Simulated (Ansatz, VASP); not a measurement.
One calculation of Sn, two programs

```
CELL_PARAMETERS angstrom
-2.96091 2.92910 1.59065
2.92910 -2.96091 1.59065
2.90260 2.90260 -1.64897
ATOMIC_POSITIONS crystal
Sn 0.00000 0.00000 0.00000
Sn 0.75000 0.25000 0.50000
```

Change from the starting cell: equal xy, yz and zx shear strains of -2 %.

Alike in both runs: task single point; functional PBE; k mesh 15 × 15 × 15; occupations fermi-dirac, width 0.05 eV; no spin polarisation.

```csv
,VASP,Ansatz
version,VASP 6.6.1,Ansatz 0.2.0
potentials or method,"VASP PAW PBE potentials, release 64 (Sn_d), cutoff 520 eV","all-electron LAPW, scalar-relativistic"
```

```csv
,VASP,Ansatz,Ansatz less VASP
pressure (GPa),2.6,2.7,+0.08
"traceless stress, the component that is largest in VASP (GPa)",-0.66,-0.66,-0.001
rms of the force components (eV/Å),0.039,0.039,0.0000
```

Atom by atom the forces differ by 0.000 eV/Å (rms over components). Ansatz ran all-electron here, and VASP with PAW potentials.
